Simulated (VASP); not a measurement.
# Si (Immm) in VASP: further runs

Runs on Si. Level: LDA. Tasks: single point.

Program: VASP 6.6.1. These are calculated values, not measurements. Logs are shortened: lines on timing, memory, paths and dates and some standing lists are left out, and cuts for length are marked.

### Step 1. The cell of the first run

Symmetry: Immm, No. 71, orthorhombic system. Conventional cell: a = 3.845 Å, b = 5.653 Å, c = 7.649 Å, α = 90.00°, β = 90.00°, γ = 90.00°. Si (site symmetry m) has 3 Si at 2.02 to 2.35 Å within 2.7 Å.

### Step 2. Single point, LDA (strain -0.1500 x Voigt [1, -1, 0, 0, 0, 0])

INCAR

```
SYSTEM = Si
ALGO     = Normal         ! electronic algorithm
EDIFF    = 1E-7           ! SCF threshold, eV
ENCUT    = 520            ! plane-wave cutoff, eV
ISIF     = 2              ! what is computed and relaxed
ISMEAR   = 0              ! smearing method
LASPH    = .TRUE.         ! aspherical terms in the spheres
LCHARG   = .FALSE.        ! write CHGCAR
LREAL    = .FALSE.        ! projectors in reciprocal space
LWAVE    = .FALSE.        ! write WAVECAR
NBANDS   = 16             ! bands
NELM     = 80             ! most SCF steps
PREC     = Accurate       ! precision mode
SIGMA    = 0.03           ! smearing width, eV
```

KPOINTS

```
k-points
0
G
  10 10 10
  0 0 0
```

POSCAR

```
Si
1.0
   -2.8266276465      3.8242609335      1.9223856600
    2.8266276465     -3.8242609335      1.9223856600
    2.8266276465      3.8242609335     -1.9223856600
Si
4
Direct
    0.1788010600      0.1788010600      0.3576021200
    0.8211989400      0.8211989400      0.6423978800
    0.1788010600      0.8211989400      0.0000000000
    0.8211989400      0.1788010600      0.0000000000
```

Potentials or basis: VASP PAW LDA potentials, release 64 (Si).

Command:

```bash
> cat potpaw_LDA.64/Si/POTCAR > POTCAR
> mpirun -np 1 vasp_std > vasp.out
```

OUTCAR:

```text
SYSTEM = Si
   EDIFF = 1E-7
   ENCUT = 520
   ISIF = 2
   ISMEAR = 0
   LASPH = .TRUE.
   LREAL = .FALSE.
   NELM = 80
   PREC = Accurate

 ion  position               nearest neighbor table
   1  0.179  0.179  0.358-   3 2.02   2 2.35   2 2.35   4 2.74
   2  0.821  0.821  0.642-   4 2.02   1 2.35   1 2.35   3 2.74
   3  0.179  0.821  0.000-   1 2.02   4 2.35   4 2.35   2 2.74
   4  0.821  0.179  0.000-   2 2.02   3 2.35   3 2.35   1 2.74

  LATTYP: Found a body centered orthorhombic cell.
 ALAT       =     3.8447713200
 B/A-ratio  =     1.4703749124
 C/A-ratio  =     1.9893307639

  Lattice vectors:

 A1 = (   2.8266276465,  -3.8242609335,   1.9223856600)
 A2 = (  -2.8266276465,  -3.8242609335,  -1.9223856600)
 A3 = (   2.8266276465,   3.8242609335,  -1.9223856600)

Analysis of symmetry for initial positions (statically):
=====================================================================
 Subroutine PRICEL returns:
 Original cell was already a primitive cell.

 Routine SETGRP: Setting up the symmetry group for a
 body centered orthorhombic supercell.

 Subroutine GETGRP returns: Found  8 space group operations
 (whereof  8 operations were pure point group operations)
 out of a pool of  8 trial point group operations.

The static configuration has the point symmetry D_2h.

Analysis of symmetry for dynamics (positions and initial velocities):
=====================================================================
 Subroutine PRICEL returns:
 Original cell was already a primitive cell.

 Routine SETGRP: Setting up the symmetry group for a
 body centered orthorhombic supercell.

 Subroutine GETGRP returns: Found  8 space group operations
 (whereof  8 operations were pure point group operations)
 out of a pool of  8 trial point group operations.

The dynamic configuration has the point symmetry D_2h.

 Subroutine INISYM returns: Found  8 space group operations
 (whereof  8 operations are pure point group operations),
 and found     1 'primitive' translations

----------------------------------------------------------------------------------------

                                     Primitive cell

  volume of cell :      83.1221

  direct lattice vectors                    reciprocal lattice vectors
    -2.826627646  3.824260934  1.922385660     0.000000000  0.130744217  0.260093492
     2.826627646 -3.824260934  1.922385660     0.176889234  0.000000000  0.260093492
     2.826627646  3.824260934 -1.922385660     0.176889234  0.130744217  0.000000000
[... 92 lines left out ...]
   IBRION =     -1    ionic relax: 0-MD 1-quasi-New 2-CG
   NFREE  =      0    steps in history (QN), initial steepest desc. (CG)
   ISIF   =      2    stress and relaxation
   ISYM   =      2    0-nonsym 1-usesym 2-fastsym
   POTIM  = 0.5000    time-step for ionic-motion
   TEBEG  =    0.0;   TEEND  =   0.0 temperature during run
   PSTRESS=    0.0 pullay stress
   NELECT =      16.0000    total number of electrons
   NUPDOWN=      -1.0000    fix difference up-down
   EMIN   =  10.00;   EMAX   =-10.00  energy-range for DOS
   EFERMI =   0.00;   METHOD = LEGACY
   ISMEAR =     0;   SIGMA  =   0.03  broadening in eV -4-tet -1-fermi 0-gaus
   EFERMI_NEDOS =   21; number of points for ismear=-14 and -15
   IALGO  =     38    algorithm
   IMIX   =      4    mixing-type and parameters
     AMIX     =   0.40;   BMIX     =  1.00
     AMIX_MAG =   1.60;   BMIX_MAG =  1.00
  volume/ion in A,a.u.               =      20.78       140.23
  Fermi-wavevector in a.u.,A,eV,Ry     =   0.945241  1.786247 12.156544  0.893481
  Thomas-Fermi vector in A             =   2.073124
   LORBIT       =      0    0 simple, 1 ext, 2 COOP (PROOUT), +10 PAW based schemes
   GGA     = CA    functional components
   LHFCALC =     F    Hartree Fock is set to
   AEXX    =    0.0000 exact exchange contribution
   IVDW    =     0    specifies the selected vdW correction
   LEPSILON=     F    determine dielectric tensor
   LRPA    =     F    only Hartree local field effects (RPA)
 non-spin polarized calculation
 Gauss-broadening in eV      SIGMA  =   0.03
  energy-cutoff  :      520.00
  volume of cell :       83.12
 maximum number of plane-waves:      2267
 NGX is ok and might be reduce to    40
   NGX = 19   NGY = 19   NGZ = 19

 number of electron      16.0000000 magnetization

 Free energy of the ion-electron system (eV)
  ---------------------------------------------------
  ext. energy  EPLUGINS =         0.00000000
  ---------------------------------------------------
  free energy    TOTEN  =       -20.98212100 eV

  energy without entropy =      -20.98176015  energy(sigma->0) =      -20.98194058

 E-fermi :   5.2271     XC(G=0):  -9.3800

 val. band max:        5.2255306880   @ k =   0.4000  -0.3000   0.3000
 cond. band min:       5.2574947659   @ k =   0.2000   0.1000   0.0000
 fundamental gap:      0.0319640779
 Fermi energy:         5.2271281638

 k-point     1 :       0.0000    0.0000    0.0000
  band No.  band energies     occupation
      1      -6.8696      2.00000
      2      -1.9073      2.00000
      3      -1.6889      2.00000
      4       1.6074      2.00000
      5       1.6758      2.00000
      6       2.9837      2.00000
[... 433 lines left out ...]
      3      -0.7816      2.00000
      4       0.9576      2.00000
      5       2.4205      2.00000
      6       2.5038      2.00000
[... 8 lines left out ...]
     15      11.1805      0.00000
     16      12.3943      0.00000

 [... further k-points ...]

------------------------ aborting loop because EDIFF is reached ----------------------------------------

  FORCE on cell =-STRESS in cart. coord.  units (eV):
  Direction    XX          YY          ZZ          XY          YZ          ZX
  --------------------------------------------------------------------------------------
  -------------------------------------------------------------------------------------
  Total       24.0307882     -7.6417426     -2.0340844      0.0000000      0.0000000      0.0000000
  in kB      463.1929812   -147.2944418    -39.2069378      0.0000000      0.0000000      0.0000000
  external PRESSURE =      92.2305339 kB  Pullay stress =       0.0000000 kB

 VOLUME and BASIS-vectors are now :
 -----------------------------------------------------------------------------
  energy-cutoff  :      520.00
  volume of cell :       83.12
      direct lattice vectors                 reciprocal lattice vectors
    -2.826627646  3.824260934  1.922385660     0.000000000  0.130744217  0.260093492
     2.826627646 -3.824260934  1.922385660     0.176889234  0.000000000  0.260093492
     2.826627646  3.824260934 -1.922385660     0.176889234  0.130744217  0.000000000

 POSITION                                       TOTAL-FORCE (eV/Angst)
 -----------------------------------------------------------------------------------
      1.01081      1.36756     -0.00000         5.102096     -0.687321      0.000000
      1.81582      2.45670      1.92239        -5.102096      0.687321     -0.000000
      1.81582     -2.45670      1.92239        -5.102096     -0.687321      0.000000
     -1.81582      2.45670      1.92239         5.102096      0.687321     -0.000000
 -----------------------------------------------------------------------------------
    total drift:                               -0.000000     -0.000000      0.000000

  FREE ENERGIE OF THE ION-ELECTRON SYSTEM (eV)
  ---------------------------------------------------
  free  energy   TOTEN  =       -20.9821209983 eV

  energy  without entropy=      -20.9817601520  energy(sigma->0) =      -20.98194058
```

Run time: 3.6 min. Hardware: 1 thread of Intel Xeon 6975P-C (Granite Rapids), shared host; peak memory 0.29 GiB.

What came out:

| Property | Result |
| --- | --- |
| Free energy | -20.9821 eV |
| Pressure | 9.2 GPa |
| Largest force | 5.148 eV/Å |
| Band gap on the k mesh | zero (band 8 reaches 6.03 eV, above the bottom of band 9 at 4.47 eV) |

Forces on the atoms (eV/Å):
```
Si   5.102 -0.687  0.000
Si  -5.102  0.687  0.000
Si  -5.102 -0.687  0.000
Si   5.102  0.687  0.000
```

Levels at points of the mesh, in eV from the Fermi level:
| k point | band 6 | band 7 | band 8 | band 9 | band 10 | band 11 |
| --- | --- | --- | --- | --- | --- | --- |
| (0.00, 0.00, 0.00) | -2.24 | -1.08 | -0.72 | -0.14 | 1.32 | 1.44 |
| (0.50, 0.00, 0.00) | -4.05 | -2.78 | -0.37 | -0.23 | 2.68 | 2.81 |
| (0.00, 0.50, 0.00) | -2.58 | -1.21 | -1.12 | 2.05 | 2.45 | 2.63 |
| (0.50, 0.50, 0.00) | -1.89 | -1.55 | -1.26 | 1.74 | 1.96 | 2.27 |
| (0.50, 0.50, 0.50) | -0.60 | 0.25 | 0.42 | 1.12 | 1.96 | 3.31 |

Caveat: the cell differs from its parent crystal (strain -0.1500 x Voigt [1, -1, 0, 0, 0, 0]); forces of over 1 eV/Å act on the atoms, so gaps and moduli don't describe the material at rest.

### Step 3. Single point, LDA (strain +0.1312 x Voigt [1, -1, 0, 0, 0, 0])

INCAR

```
SYSTEM = Si
PREC     = Accurate       ! precision mode
ENCUT    = 520            ! plane-wave cutoff, eV
EDIFF    = 1E-6           ! SCF threshold, eV
ISMEAR   = 0              ! smearing method
SIGMA    = 0.03           ! smearing width, eV
LREAL    = .FALSE.        ! projectors in reciprocal space
LASPH    = .TRUE.         ! aspherical terms in the spheres
NELM     = 60             ! most SCF steps
ALGO     = Normal         ! electronic algorithm
ISIF     = 2              ! what is computed and relaxed
LWAVE    = .FALSE.        ! write WAVECAR
LCHARG   = .FALSE.        ! write CHGCAR
NBANDS   = 16             ! bands
```

KPOINTS

```
Automatic mesh
0
G
  10 10 10
  0 0 0
```

POSCAR

```
Si
1.0
   -3.7617425808      2.8891459992      1.9223856600
    3.7617425808     -2.8891459992      1.9223856600
    3.7617425808      2.8891459992     -1.9223856600
Si
4
Direct
    0.1788010600      0.1788010600      0.3576021200
    0.8211989400      0.8211989400      0.6423978800
    0.1788010600      0.8211989400      0.0000000000
    0.8211989400      0.1788010600      0.0000000000
```

Potentials or basis: VASP PAW LDA potentials, release 64 (Si).

Command:

```bash
> cat potpaw_LDA.64/Si/POTCAR > POTCAR
> mpirun -np 1 vasp_std > vasp.out
```

OUTCAR:

```text
SYSTEM = Si
   PREC = Accurate
   ENCUT = 520
   EDIFF = 1E-6
   ISMEAR = 0
   LREAL = .FALSE.
   LASPH = .TRUE.
   NELM = 60
   ISIF = 2

 ion  position               nearest neighbor table
   1  0.179  0.179  0.358-   4 2.07   2 2.35   2 2.35   3 2.69
   2  0.821  0.821  0.642-   3 2.07   1 2.35   1 2.35   4 2.69
   3  0.179  0.821  0.000-   2 2.07   4 2.35   4 2.35   1 2.69
   4  0.821  0.179  0.000-   1 2.07   3 2.35   3 2.35   2 2.69

  LATTYP: Found a body centered orthorhombic cell.
 ALAT       =     3.8447713200
 B/A-ratio  =     1.5028961458
 C/A-ratio  =     1.9568095305

  Lattice vectors:

 A1 = (  -3.7617425808,   2.8891459992,  -1.9223856600)
 A2 = (  -3.7617425808,  -2.8891459992,   1.9223856600)
 A3 = (   3.7617425808,   2.8891459992,   1.9223856600)

Analysis of symmetry for initial positions (statically):
=====================================================================
 Subroutine PRICEL returns:
 Original cell was already a primitive cell.

 Routine SETGRP: Setting up the symmetry group for a
 body centered orthorhombic supercell.

 Subroutine GETGRP returns: Found  8 space group operations
 (whereof  8 operations were pure point group operations)
 out of a pool of  8 trial point group operations.
[... 173 lines left out ...]
 Fermi energy:         5.2903518126

 k-point     1 :       0.0000    0.0000    0.0000
  band No.  band energies     occupation
      1      -6.8231      2.00000
      2      -2.0327      2.00000
      3      -1.5271      2.00000
      4       1.4088      2.00000
      5       1.6056      2.00000
      6       3.0975      2.00000
[... 433 lines left out ...]
      3       0.0015      2.00000
      4       0.1888      2.00000
      5       2.8571      2.00000
      6       3.0521      2.00000
[... 8 lines left out ...]
     15      11.3319      0.00000
     16      12.5461      0.00000

 [... further k-points ...]

------------------------ aborting loop because EDIFF is reached ----------------------------------------

  FORCE on cell =-STRESS in cart. coord.  units (eV):
  Direction    XX          YY          ZZ          XY          YZ          ZX
  --------------------------------------------------------------------------------------
  -------------------------------------------------------------------------------------
  Total       -7.4896823     19.4673846     -1.7820059      0.0000000      0.0000000      0.0000000
  in kB     -143.5869287    373.2150247    -34.1633651      0.0000000      0.0000000      0.0000000
  external PRESSURE =      65.1549103 kB  Pullay stress =       0.0000000 kB

 VOLUME and BASIS-vectors are now :
 -----------------------------------------------------------------------------
  energy-cutoff  :      520.00
  volume of cell :       83.57
      direct lattice vectors                 reciprocal lattice vectors
    -3.761742581  2.889145999  1.922385660     0.000000000  0.173061521  0.260093492
     3.761742581 -2.889145999  1.922385660     0.132917123  0.000000000  0.260093492
     3.761742581  2.889145999 -1.922385660     0.132917123  0.173061521  0.000000000

 POSITION                                       TOTAL-FORCE (eV/Angst)
 -----------------------------------------------------------------------------------
      1.34521      1.03316     -0.00000        -0.695775      4.029084     -0.000000
      2.41654      1.85598      1.92239         0.695775     -4.029084      0.000000
      2.41654     -1.85598      1.92239         0.695775      4.029084      0.000000
     -2.41654      1.85598      1.92239        -0.695775     -4.029084      0.000000
 -----------------------------------------------------------------------------------
    total drift:                               -0.000000     -0.000000      0.000000

  FREE ENERGIE OF THE ION-ELECTRON SYSTEM (eV)
  ---------------------------------------------------
  free  energy   TOTEN  =       -21.5818854808 eV

  energy  without entropy=      -21.5813183829  energy(sigma->0) =      -21.58160193
```

OSZICAR:

```text
N       E                     dE             d eps       ncg     rms          rms(c)
DAV:   1     0.267776452493E+02    0.26778E+02   -0.59334E+03  5472   0.817E+02
DAV:   2    -0.204745966586E+02   -0.47252E+02   -0.42687E+02  7416   0.120E+02
DAV:   3    -0.224257890683E+02   -0.19512E+01   -0.19354E+01  7584   0.235E+01
DAV:   4    -0.224533951697E+02   -0.27606E-01   -0.27601E-01  6744   0.356E+00
DAV:   5    -0.224540171663E+02   -0.62200E-03   -0.62197E-03  7736   0.508E-01    0.782E+00
DAV:   6    -0.217937898309E+02    0.66023E+00   -0.42450E-01  6992   0.347E+00    0.448E+00
DAV:   7    -0.215826896278E+02    0.21110E+00   -0.63603E-01  7360   0.398E+00    0.784E-01
DAV:   8    -0.215817414485E+02    0.94818E-03   -0.81130E-02  6392   0.169E+00    0.540E-01
DAV:   9    -0.215821832648E+02   -0.44182E-03   -0.32426E-03  7392   0.336E-01    0.181E-01
DAV:  10    -0.215818861387E+02    0.29713E-03   -0.12450E-03  7192   0.204E-01    0.387E-02
DAV:  11    -0.215818862923E+02   -0.15354E-06   -0.13868E-04  6752   0.700E-02    0.394E-02
DAV:  12    -0.215818852587E+02    0.10335E-05   -0.70827E-06  8664   0.153E-02    0.180E-02
DAV:  13    -0.215818854808E+02   -0.22206E-06   -0.10006E-06  4920   0.600E-03
   1 F= -.21581885E+02 E0= -.21581602E+02  d E =-.567098E-03
```

stdout:

```text
POSCAR found type information on POSCAR Si
 POSCAR found :  1 types and       4 ions
 scaLAPACK will be used
 LDA part: xc-table for (Slater(with rela. corr.)+CA(PZ))
 , standard interpolation
 POSCAR, INCAR and KPOINTS ok, starting setup
 FFT: planning ... GRIDC
 FFT: planning ... GRID_SOFT
 FFT: planning ... GRID
 WAVECAR not read
 entering main loop
```

It took 3.8 min on 1 thread of Intel Xeon 6975P-C (Granite Rapids), shared host; peak memory 0.3 GiB.

What came out:

```yaml
Free_energy: -21.5819 eV
Pressure: 6.5 GPa
Largest_force: 4.089 eV/Å
Band_gap_on_the_k_mesh: zero (band 8 reaches 5.92 eV, above the bottom of band 9 at 4.66 eV)
```

Forces on the atoms (eV/Å):
```
Si  -0.696  4.029  0.000
Si   0.696 -4.029  0.000
Si   0.696  4.029  0.000
Si  -0.696 -4.029  0.000
```

Stress tensor (GPa, compression positive):
```
-14.36   0.00   0.00
  0.00  37.32   0.00
  0.00   0.00  -3.42
```

Caveat: the cell differs from its parent crystal (strain +0.1312 x Voigt [1, -1, 0, 0, 0, 0]); forces of over 1 eV/Å act on the atoms, so gaps and moduli don't describe the material at rest.
